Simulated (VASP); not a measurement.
LiZn, 4 atoms in the cell. Symmetry: Fd-3m, No. 227, cubic system. Conventional cell: a = 6.176 Å, b = 6.176 Å, c = 6.176 Å, α = 90.00°, β = 90.00°, γ = 90.00°. Within 3.5 Å of Li (site symmetry -43m) lie 10 Zn at 2.67 to 3.09 Å and 4 Li at 2.67 Å. Zn (site symmetry -43m) has 10 Li at 2.67 to 3.09 Å and 4 Zn at 2.67 Å within 3.5 Å. 

```yaml
Program: VASP 6.6.1
Task: relaxation of the atoms
Functional: r2SCAN
Potentials_or_basis: VASP PAW PBE potentials, release 64 (Li_sv, Zn)
Cutoff: 520 eV
k_mesh: 10 × 10 × 10
Occupations: fermi-dirac, width 0.1 eV
Spin: no spin polarisation
Dipole_correction: no
Further_INCAR_settings: ALGO = Normal; EDIFF = 1e-06; IBRION = 2; EDIFFG = -0.01; NSW = 50
```

Potentials or basis: VASP PAW PBE potentials, release 64 (Li_sv, Zn).

Run with:

```bash
$ cat potpaw_PBE.64/Li_sv/POTCAR potpaw_PBE.64/Zn/POTCAR > POTCAR
$ cp INCAR.step1 INCAR
$ mpirun -np 1 vasp_std > vasp.out
$ cp INCAR.step2 INCAR
$ mpirun -np 1 vasp_std > vasp.out
```

Hardware: 1 thread of Oxide Virtual Turin-like Processor, with other jobs on the host.

Q: How long does it take, and how much memory?

A: Wall time 5.1 min on 1 thread of Oxide Virtual Turin-like Processor, on a shared host, peak memory 0.18 GiB. Counts: k points 47, ion steps 1.
